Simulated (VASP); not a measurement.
# Be16Cl in VASP: a series of runs

Runs on Be16Cl. Level: PBE+D3(BJ). Tasks: single point.

All numbers are computed with VASP 6.6.1; they aren't measurements. Logs are shortened: lines on timing, memory, paths and dates and some standing lists are left out, and cuts for length are marked.

### Step 1. The cell of the first run

The cell holds a slab with vacuum, 17 atoms: a = 4.580 Å, b = 4.580 Å, c = 16.383 Å, α = 90.00°, β = 90.00°, γ = 60.00°.

### Step 2. Single point, PBE+D3(BJ)

File INCAR:

```
SYSTEM = Be16Cl
ALGO = Normal
EDIFF = 1E-6
ENCUT = 520
GGA = PE
ISIF = 2
ISMEAR = 0
IVDW = 12
LASPH = .True.
LCHARG = .False.
LREAL = Auto
LWAVE = .False.
NBANDS = 34
NELM = 80
PREC = Accurate
SIGMA = 0.05
```

File KPOINTS:

```
k-points
0
Gamma
  5 5 1
  0 0 0
```

File POSCAR:

```
Be16Cl
1.0
    4.5800000000      0.0000000000      0.0000000000
    2.2900000000      3.9663960000      0.0000000000
    0.0000000000      0.0000000000     16.3826450000
Be Cl
16 1
Direct
   -0.1666666667      0.3333333333      0.0610402044
    0.3333333333      0.3333333333      0.0610402044
   -0.1666666667      0.8333333333      0.0610402044
    0.3333333333      0.8333333333      0.0610402044
    0.0008611085     -0.0004265837      0.1725936197
    0.4995987185     -0.0003948169      0.1725923988
   -0.0000036937      0.4999964703      0.1718080933
    0.4995488257      0.5009040953      0.1725973431
   -0.1700894225      0.3299915087      0.2823865133
    0.3402526100      0.3299637757      0.2823947537
   -0.1701211998      0.8403419628      0.2823945096
    0.3333470151      0.8333963628      0.2778526300
    0.0101608237     -0.0050360579      0.3956620558
    0.4949715984     -0.0050143758      0.3956495425
    0.0000019854      0.5000811820      0.3792612243
    0.4949455355      0.5101822914      0.3956867160
    0.6666719504      0.1668892869      0.4972160478
```

Potentials or basis: VASP PAW PBE potentials, release 64 (Be, Cl).

Started as:

```
$ cat potpaw_PBE.64/Be/POTCAR potpaw_PBE.64/Cl/POTCAR > POTCAR
$ mpirun -np 1 vasp_std > vasp.out
```

OUTCAR:

```text
SYSTEM = Be16Cl
   EDIFF = 1E-6
   ENCUT = 520
   GGA = PE
   ISIF = 2
   ISMEAR = 0
   IVDW = 12
   LASPH = .True.
   LREAL = Auto
   NELM = 80
   PREC = Accurate
 IVDW          = 12

 ion  position               nearest neighbor table
   1  0.833  0.333  0.061-   7 2.25   5 2.26   8 2.26   3 2.29   3 2.29   4 2.29   4 2.29   2 2.29
                             2 2.29
   2  0.333  0.333  0.061-   7 2.25   6 2.26   8 2.26   4 2.29   3 2.29   4 2.29   3 2.29   1 2.29
                             1 2.29
   3  0.833  0.833  0.061-   7 2.25   6 2.26   5 2.26   1 2.29   1 2.29   2 2.29   2 2.29   4 2.29
                             4 2.29
   4  0.333  0.833  0.061-   8 2.25   5 2.25   6 2.25   2 2.29   1 2.29   2 2.29   1 2.29   3 2.29
                             3 2.29
   5  0.001  1.000  0.173-  12 2.17  11 2.23   9 2.23   4 2.25   1 2.26   3 2.26   8 2.28   6 2.28
                             7 2.29   7 2.29   6 2.30   8 2.30
   6  0.500  1.000  0.173-  12 2.17  11 2.23  10 2.23   4 2.25   2 2.26   3 2.26   8 2.28   5 2.28
                             7 2.29   7 2.29   5 2.30   8 2.30
   7  1.000  0.500  0.172-   1 2.25   3 2.25   2 2.25   9 2.26  10 2.26  11 2.26   5 2.29   8 2.29
                             6 2.29   6 2.29   8 2.29   5 2.29
   8  0.500  0.501  0.173-  12 2.17  10 2.23   9 2.23   4 2.25   1 2.26   2 2.26   5 2.28   6 2.28
                             7 2.29   7 2.29   6 2.30   5 2.30
   9  0.830  0.330  0.282-  15 2.08   8 2.23   5 2.23  11 2.24  10 2.24   7 2.26  13 2.28  16 2.28
                            12 2.29  12 2.29  10 2.34  11 2.34
  10  0.340  0.330  0.282-  15 2.08   8 2.23   6 2.23  11 2.24   9 2.24   7 2.26  14 2.28  16 2.28
                            12 2.29  12 2.29   9 2.34  11 2.34
  11  0.830  0.840  0.282-  15 2.08   5 2.23   6 2.23  10 2.24   9 2.24   7 2.26  14 2.28  13 2.28
                            12 2.29  12 2.29   9 2.34  10 2.34
  12  0.333  0.833  0.278-   6 2.17   8 2.17   5 2.17  10 2.29   9 2.29  11 2.29  11 2.29   9 2.29
                            10 2.29  14 2.32  13 2.32  16 2.32
  13  0.010  0.995  0.396-  17 2.15  16 2.22  14 2.22  11 2.28   9 2.28  15 2.31  15 2.31  12 2.32
                            14 2.36  16 2.36
  14  0.495  0.995  0.396-  17 2.15  16 2.22  13 2.22  11 2.28  10 2.28  15 2.31  15 2.31  12 2.32
                            13 2.36  16 2.36
  15  0.000  0.500  0.379-   9 2.08  10 2.08  11 2.08  14 2.31  13 2.31  16 2.31  16 2.31  14 2.31
                            13 2.31
  16  0.495  0.510  0.396-  17 2.15  13 2.22  14 2.22  10 2.28   9 2.28  15 2.31  15 2.31  12 2.32
                            14 2.36  13 2.36
  17  0.667  0.167  0.497-  16 2.15  13 2.15  14 2.15

  LATTYP: Found a hexagonal cell.
 ALAT       =     4.5799996975
 C/A-ratio  =     3.5769969612

  Lattice vectors:

 A1 = (  -2.2900000000,  -3.9663960000,   0.0000000000)
 A2 = (   4.5800000000,   0.0000000000,   0.0000000000)
 A3 = (   0.0000000000,   0.0000000000,  16.3826450000)

Analysis of symmetry for initial positions (statically):
=====================================================================
 Subroutine PRICEL returns:
 Original cell was already a primitive cell.

 Routine SETGRP: Setting up the symmetry group for a
 hexagonal supercell.

 Subroutine GETGRP returns: Found  1 space group operations
 (whereof  1 operations were pure point group operations)
 out of a pool of 24 trial point group operations.

The static configuration has the point symmetry C_1 .

Analysis of symmetry for dynamics (positions and initial velocities):
=====================================================================
 Subroutine PRICEL returns:
 Original cell was already a primitive cell.

 Routine SETGRP: Setting up the symmetry group for a
 hexagonal supercell.

 Subroutine GETGRP returns: Found  1 space group operations
 (whereof  1 operations were pure point group operations)
 out of a pool of 24 trial point group operations.

The dynamic configuration has the point symmetry C_1 .

 Subroutine INISYM returns: Found  1 space group operations
 (whereof  1 operations are pure point group operations),
 and found     1 'primitive' translations

----------------------------------------------------------------------------------------

                                     Primitive cell

  volume of cell :     297.6087

  direct lattice vectors                    reciprocal lattice vectors
     4.580000000  0.000000000  0.000000000     0.218340611 -0.126059022  0.000000000
     2.290000000  3.966396000  0.000000000     0.000000000  0.252118044  0.000000000
     0.000000000  0.000000000 16.382645000     0.000000000  0.000000000  0.061040204

  length of vectors
[... 55 lines left out ...]

  Length of vectors
     0.050423605  0.050423609  0.061040204

  Shift w.r.t. Gamma in fractional coordinates (k-lattice)
     0.000000000  0.000000000  0.000000000

 Subroutine IBZKPT returns following result:
 ===========================================

 Found     13 irreducible k-points:

 Following reciprocal coordinates:
            Coordinates               Weight
  0.000000  0.000000  0.000000      1.000000
  0.200000  0.000000  0.000000      2.000000
  0.200000  0.200000  0.000000      2.000000
  0.000000  0.200000  0.000000      2.000000
  0.400000  0.000000  0.000000      2.000000
  0.400000  0.400000  0.000000      2.000000
  0.000000  0.400000  0.000000      2.000000
  0.400000  0.200000  0.000000      2.000000
  0.200000  0.400000  0.000000      2.000000
 -0.200000  0.200000  0.000000      2.000000
 -0.400000  0.200000  0.000000      2.000000
  0.400000 -0.400000  0.000000      2.000000
 -0.200000  0.400000  0.000000      2.000000
   k-points           NKPTS =     13   k-points in BZ     NKDIM =     13   number of bands    NBANDS=     34
   number of dos      NEDOS =    301   number of ions     NIONS =     17
   total plane-waves  NPLWV = 163296
   dimension x,y,z NGX =    36 NGY =   36 NGZ =  126
   dimension x,y,z NGXF=    72 NGYF=   72 NGZF=  252
   ions per type =              16   1
   NGX,Y,Z   is equivalent  to a cutoff of  13.07, 13.07, 12.79 a.u.
   NGXF,Y,Z  is equivalent  to a cutoff of  26.13, 26.13, 25.57 a.u.
 SYSTEM =  Be16Cl
   PREC   = accura    normal or accurate (medium, high low for compatibility)
   ISTART =      0    job   : 0-new  1-cont  2-samecut
   ICHARG =      2    charge: 1-file 2-atom 10-const
   ISPIN  =      1    spin polarized calculation?
   LNONCOLLINEAR =      F non collinear calculations
   LSORBIT =      F    spin-orbit coupling
   LASPH  =      T    aspherical Exc in radial PAW
   ENCUT  =  520.0 eV  38.22 Ry    6.18 a.u.   8.52  8.52 30.46*2*pi/ulx,y,z
   NELM   =     80;   NELMIN=  2; NELMDL= -5     # of ELM steps
   EDIFF  = 0.1E-05   stopping-criterion for ELM
   LREAL  =      T    real-space projection
   EDIFFG = 0.1E-04   stopping-criterion for IOM
   NSW    =      0    number of steps for IOM
   IBRION =     -1    ionic relax: 0-MD 1-quasi-New 2-CG
   NFREE  =      0    steps in history (QN), initial steepest desc. (CG)
   ISIF   =      2    stress and relaxation
   ISYM   =      2    0-nonsym 1-usesym 2-fastsym
   POTIM  = 0.5000    time-step for ionic-motion
   TEBEG  =    0.0;   TEEND  =   0.0 temperature during run
   PSTRESS=    0.0 pullay stress
   NELECT =      39.0000    total number of electrons
   NUPDOWN=      -1.0000    fix difference up-down
   EMIN   =  10.00;   EMAX   =-10.00  energy-range for DOS
   EFERMI =   0.00;   METHOD = LEGACY
   ISMEAR =     0;   SIGMA  =   0.05  broadening in eV -4-tet -1-fermi 0-gaus
   EFERMI_NEDOS =   21; number of points for ismear=-14 and -15
   IALGO  =     38    algorithm
   IMIX   =      4    mixing-type and parameters
     AMIX     =   0.40;   BMIX     =  1.00
     AMIX_MAG =   1.60;   BMIX_MAG =  1.00
  volume/ion in A,a.u.               =      17.51       118.14
  Fermi-wavevector in a.u.,A,eV,Ry     =   0.831536  1.571376  9.407782  0.691453
  Thomas-Fermi vector in A             =   1.944440
   LORBIT       =      0    0 simple, 1 ext, 2 COOP (PROOUT), +10 PAW based schemes
   GGA     = PE    functional components
   LHFCALC =     F    Hartree Fock is set to
   AEXX    =    0.0000 exact exchange contribution
   IVDW    =    12    specifies the selected vdW correction
   LEPSILON=     F    determine dielectric tensor
   LRPA    =     F    only Hartree local field effects (RPA)
 non-spin polarized calculation
 Gauss-broadening in eV      SIGMA  =   0.05
  energy-cutoff  :      520.00
  volume of cell :      297.61
 maximum number of plane-waves:      8057
 NGX is ok and might be reduce to    36
   NGX = 17   NGY = 17   NGZ = 61

 number of electron      38.9999999 magnetization

 Free energy of the ion-electron system (eV)
  ---------------------------------------------------
  ext. energy  EPLUGINS =         0.00000000
  ---------------------------------------------------
  free energy    TOTEN  =       -59.50163655 eV

  energy without entropy =      -59.49624055  energy(sigma->0) =      -59.49893855

 E-fermi :   0.7950     XC(G=0):  -6.3361

 val. band max:        0.7713236411   @ k =   0.4000  -0.4000   0.0000
 cond. band min:       0.9346476972   @ k =   0.0000   0.2000   0.0000
 fundamental gap:      0.1633240561
 Fermi energy:         0.7950370472

 k-point     1 :       0.0000    0.0000    0.0000
  band No.  band energies     occupation
      1     -16.3376      2.00000
      2      -9.4919      2.00000
      3      -8.0755      2.00000
      4      -6.2632      2.00000
      5      -5.0019      2.00000
      6      -4.4233      2.00000
[... 431 lines left out ...]
     30       6.2845      0.00000
     31       6.5345      0.00000
 [bands above 31 left out]

------------------------ aborting loop because EDIFF is reached ----------------------------------------

 Edisp (eV)   -4.33473

 E8    (eV) :    -1.5546

  FORCE on cell =-STRESS in cart. coord.  units (eV):
  Direction    XX          YY          ZZ          XY          YZ          ZX
  --------------------------------------------------------------------------------------
  -------------------------------------------------------------------------------------
  Total     -12.19190   -12.19539     0.05030     0.00108    -0.00686    -0.00528
  in kB     -65.63514   -65.65394     0.27078     0.00584    -0.03695    -0.02844
  external pressure =      -43.67 kB  Pullay stress =        0.00 kB

 VOLUME and BASIS-vectors are now :
 -----------------------------------------------------------------------------
  energy-cutoff  :      520.00
  volume of cell :      297.61
      direct lattice vectors                 reciprocal lattice vectors
     4.580000000  0.000000000  0.000000000     0.218340611 -0.126059022  0.000000000
     2.290000000  3.966396000  0.000000000     0.000000000  0.252118044  0.000000000
     0.000000000  0.000000000 16.382645000     0.000000000  0.000000000  0.061040204

 POSITION                                       TOTAL-FORCE (eV/Angst)
 -----------------------------------------------------------------------------------
      4.58000      1.32213      1.00000        -0.121978     -0.070152     -0.026541
      2.29000      1.32213      1.00000         0.122167     -0.069942     -0.026496
      5.72500      3.30533      1.00000         0.000276      0.140829     -0.026589
      3.43500      3.30533      1.00000         0.000206      0.000195      0.052358
      2.29297      3.96470      2.82754        -0.003837      0.003316     -0.003272
      4.57726      3.96483      2.82752         0.003525      0.002445     -0.003212
[... 9 lines left out ...]
      3.43517      2.02358      6.48239         0.000272     -0.001457      0.003807
      3.43553      0.66195      8.14571        -0.000897     -0.001969      0.008736
 -----------------------------------------------------------------------------------
    total drift:                               -0.000343     -0.000282      0.003405

  FREE ENERGIE OF THE ION-ELECTRON SYSTEM (eV)
  ---------------------------------------------------
  free  energy   TOTEN  =       -63.8363703776 eV

  energy  without entropy=      -63.8309743806  energy(sigma->0) =      -63.83367238
```

Run time: 3.2 min. Hardware: 1 thread of Intel Xeon 6975P-C (Granite Rapids), shared host; peak memory 0.41 GiB.

Results:

```yaml
Free_energy: -63.8364 eV
Largest_force: 0.143 eV/Å
Band_gap_on_the_k_mesh: zero (an odd number of electrons rules out a gap without spin polarisation)
Dispersion_energy_per_atom: -0.255 eV
```

Forces in eV/Å, atoms in the order of the input:
```
Be  -0.122 -0.070 -0.027
Be   0.122 -0.070 -0.026
Be   0.000  0.141 -0.027
Be   0.000  0.000  0.052
Be  -0.004  0.003 -0.003
Be   0.004  0.002 -0.003
Be   0.001  0.001  0.010
Be   0.001 -0.005 -0.004
Be  -0.001 -0.001 -0.002
Be  -0.001  0.000 -0.004
Be   0.000 -0.001 -0.004
Be   0.000  0.000 -0.004
Be  -0.002  0.002  0.006
Be   0.002  0.002  0.007
Be   0.001  0.000  0.016
Be   0.000 -0.001  0.004
Cl  -0.001 -0.002  0.009
```

Levels at points of the mesh, in eV from the Fermi level:
```tsv
k point	band 16	band 17	band 18	band 19	band 20	band 21	band 22	band 23	band 24	band 25
(0.00, 0.00, 0.00)	-2.18	-2.18	-1.89	-1.87	-1.86	-0.24	2.41	2.41	2.70	2.75
```

Caveat: an odd number of electrons without spin polarisation forces a metal; a magnetic or distorted state may lie lower.

### Step 3. Single point, PBE+D3(BJ)

File INCAR:

```
PREC = Accurate
ENCUT = 520
EDIFF = 1E-7
ISMEAR = 0
SIGMA = 0.05
LREAL = Auto
LASPH = T
NELM = 60
ALGO = Normal
ISIF = 2
LWAVE = F
LCHARG = F
GGA = PE
IVDW = 12
NBANDS = 34
```

File KPOINTS:

```
regular mesh
0
Gamma
  5 5 1
```

POSCAR is that of step 2.

Potentials or basis: VASP PAW PBE potentials, release 64 (Be, Cl).

Started as:

```
$ cat potpaw_PBE.64/Be/POTCAR potpaw_PBE.64/Cl/POTCAR > POTCAR
$ mpirun -np 1 vasp_std > vasp.out
```

It took 3.5 min on 1 thread of Intel Xeon 6975P-C (Granite Rapids), shared host; peak memory 0.4 GiB.

Results (log left out):

- Free energy: -63.8364 eV
- Largest force: 0.143 eV/Å
- Band gap on the k mesh: zero (an odd number of electrons rules out a gap without spin polarisation)
- Dispersion energy per atom: -0.255 eV

Forces in eV/Å, atoms in the order of the input:
```
Be  -0.122 -0.070 -0.027
Be   0.122 -0.070 -0.026
Be   0.000  0.141 -0.027
Be   0.000  0.000  0.052
Be  -0.004  0.003 -0.003
Be   0.004  0.002 -0.003
Be   0.001  0.001  0.010
Be   0.001 -0.005 -0.004
Be  -0.001 -0.001 -0.002
Be  -0.001  0.000 -0.004
Be   0.000 -0.001 -0.004
Be   0.000  0.000 -0.004
Be  -0.002  0.002  0.006
Be   0.002  0.002  0.007
Be   0.001  0.000  0.016
Be   0.000 -0.001  0.004
Cl  -0.001 -0.002  0.009
```

Levels at points of the mesh, in eV from the Fermi level:
| k point | band 16 | band 17 | band 18 | band 19 | band 20 | band 21 | band 22 | band 23 | band 24 | band 25 |
| --- | --- | --- | --- | --- | --- | --- | --- | --- | --- | --- |
| (0.00, 0.00, 0.00) | -2.18 | -2.18 | -1.89 | -1.87 | -1.86 | -0.24 | 2.41 | 2.41 | 2.70 | 2.75 |

Caveat: an odd number of electrons without spin polarisation forces a metal; a magnetic or distorted state may lie lower.
